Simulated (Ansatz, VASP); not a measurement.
Two plane-wave programs on RbZn2

```xyz
6
Lattice="4.3777 0.0000 0.0000 0.0000 4.3777 0.0000 0.0000 0.0000 6.6795" Properties=species:S:1:pos:R:3 pbc="T T T"
Rb    0.0000    2.1889    4.6757
Rb    2.1889    0.0000    2.0039
Zn    0.0000    0.0000    0.0000
Zn    2.1889    2.1889    0.0000
Zn    0.0000    2.1889    1.8035
Zn    2.1889    0.0000    4.8761
```

Alike in both runs: task single point; functional PBE; k mesh 4 × 4 × 4; occupations gaussian, width 0.1 eV; no spin polarisation.

```csv
,VASP,Ansatz
version,VASP 6.6.1,Ansatz 0.2.0
potentials or method,"VASP PAW PBE potentials, release 64 (Rb_sv, Zn), cutoff 520 eV","scalar-relativistic, plane waves, PAW"
valence electrons in the cell,66,66
```

```tsv
	VASP	Ansatz	Ansatz less VASP
gap on the k mesh at the Fermi level (eV)	none	none	-
pressure (GPa)	16.0	15.8	-0.25
traceless stress, the component that is largest in VASP (GPa)	3.71	3.68	-0.028
rms of the force components (eV/Å)	0.577	0.577	-0.0004
```

Atom by atom the forces differ by 0.003 eV/Å (rms over components). A gap of «none» marks a metal or a gap that the smearing closes. With one functional, cell and mesh, what is left measures potentials, basis and numerics.
